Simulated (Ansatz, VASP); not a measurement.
## AlN: VASP beside Ansatz

File POSCAR:

```
AlN
1.0
    3.2665522592      0.0000000000      0.0000000000
   -1.6332761296      2.8289172392      0.0000000000
    0.0000000000      0.0000000000      5.2269000000
Al N
2 2
Direct
    0.3333333333      0.6666666667      0.0000000000
    0.6666666667      0.3333333333      0.5000000000
    0.3333333333      0.6666666667      0.3850000000
    0.6666666667      0.3333333333      0.8850000000
```

INCAR.step1

```
SYSTEM = AlN
ALGO = Normal ; EDIFF = 1E-4
ENCUT = 520 ; GGA = PE
ISMEAR = 0 ; LASPH = .TRUE.
LCHARG = .FALSE. ; LREAL = .FALSE.
LWAVE = .TRUE. ; NBANDS = 16
NELM = 100 ; PREC = Accurate
SIGMA = 0.05
```

File INCAR.step2:

```
SYSTEM = AlN
ALGO = Normal ; EDIFF = 1E-6
ENCUT = 520 ; ISIF = 2
ISMEAR = 0 ; ISTART = 1
LASPH = .TRUE. ; LCHARG = .FALSE.
LMIXTAU = .TRUE. ; LREAL = .FALSE.
LWAVE = .FALSE. ; METAGGA = R2SCAN
NBANDS = 16 ; NELM = 100
PREC = Accurate ; SIGMA = 0.05
```

The input KPOINTS:

```
k-points
0
G
  12 12 6
  0 0 0
```

Input for Ansatz:

```yaml
crystal:
  lattice:
    - [3.2665522592, 0.0, 0.0]
    - [-1.6332761296, 2.8289172392, 0.0]
    - [0.0, 0.0, 5.2269]
  atoms:
    - { symbol: Al, position: [0.3333333333, 0.6666666667, 0.0] }
    - { symbol: Al, position: [0.6666666667, 0.3333333333, 0.5] }
    - { symbol: "N", position: [0.3333333333, 0.6666666667, 0.385] }
    - { symbol: "N", position: [0.6666666667, 0.3333333333, 0.885] }
basis:
  ecutwfc: 500
kpoints:
  mp_grid: { grid: [12, 12, 6] }
hamiltonian:
  xc: r2scan
scf:
  occupations: { method: gaussian, width: 0.05 }
output:
  forces: true
  stress: true
  eigenvalues: true
```

Change from the starting cell: strain +0.050 along x and y, +0.050 along z, atoms carried along.

Alike in both runs: task single point; functional r2SCAN; k mesh 12 × 12 × 6; occupations gaussian, width 0.05 eV; no spin polarisation.

|  | VASP | Ansatz |
| --- | --- | --- |
| version | VASP 6.6.1 | Ansatz 0.2.0 |
| potentials or method | VASP PAW PBE potentials, release 64 (Al, N), cutoff 520 eV | scalar-relativistic, plane waves, PAW |
| valence electrons in the cell | 16 | 16 |

|  | VASP | Ansatz | Ansatz less VASP |
| --- | --- | --- | --- |
| gap on the k mesh at the Fermi level (eV) | 3.54 | 3.51 | -0.032 |
| least direct gap on the mesh (eV) | 3.54 | 3.51 | -0.032 |
| pressure (GPa) | -23.9 | -23.6 | +0.38 |
| traceless stress, the component that is largest in VASP (GPa) | 0.94 | 0.93 | -0.011 |
| rms of the force components (eV/Å) | 0.107 | 0.107 | +0.0001 |

VASP's potentials were made for PBE, not for r2SCAN. Atom by atom the forces differ by 0.000 eV/Å (rms over components).
